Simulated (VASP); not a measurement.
# NaCl: single point with PBE

NaCl:

```
CELL_PARAMETERS angstrom
3.50156 0.00000 0.00000
0.00000 3.50156 0.00000
0.00000 0.00000 3.50156
ATOMIC_POSITIONS crystal
Na 0.00000 0.00000 0.00000
Cl 0.50000 0.50000 0.50000
```

```json
{"Program": "VASP 6.6.1", "Task": "single point", "Functional": "PBE", "Potentials or basis": "VASP PAW PBE potentials, release 64 (Na_pv, Cl)", "Cutoff": "500 eV", "k mesh": "6 × 6 × 6", "Occupations": "gaussian, width 0.1 eV", "Spin": "no spin polarisation"}
```

```yaml
Pressure: 0.0 GPa
Band_gap_on_the_k_mesh: 3.98 eV, indirect (least direct gap 4.47 eV)
```

Levels at points of the mesh, in eV from the valence-band top:
| k point | band 5 | band 6 | band 7 | band 8 | band 9 | band 10 |
| --- | --- | --- | --- | --- | --- | --- |
| (0.00, 0.00, 0.00) | -0.49 | -0.49 | -0.49 | 3.98 | 8.58 | 8.58 |
| (0.50, 0.00, 0.00) | -2.94 | -0.26 | -0.26 | 6.92 | 8.57 | 10.51 |
| (0.50, 0.50, 0.00) | -2.26 | -2.26 | 0.00 | 5.54 | 9.88 | 11.03 |
| (0.50, 0.50, 0.50) | -1.85 | -1.85 | -1.85 | 7.12 | 7.12 | 7.12 |

Run time: 22 s on 1 thread of Intel Xeon 8259CL, on a shared host, peak memory 0.15 GiB.

A k mesh can miss the band edges.
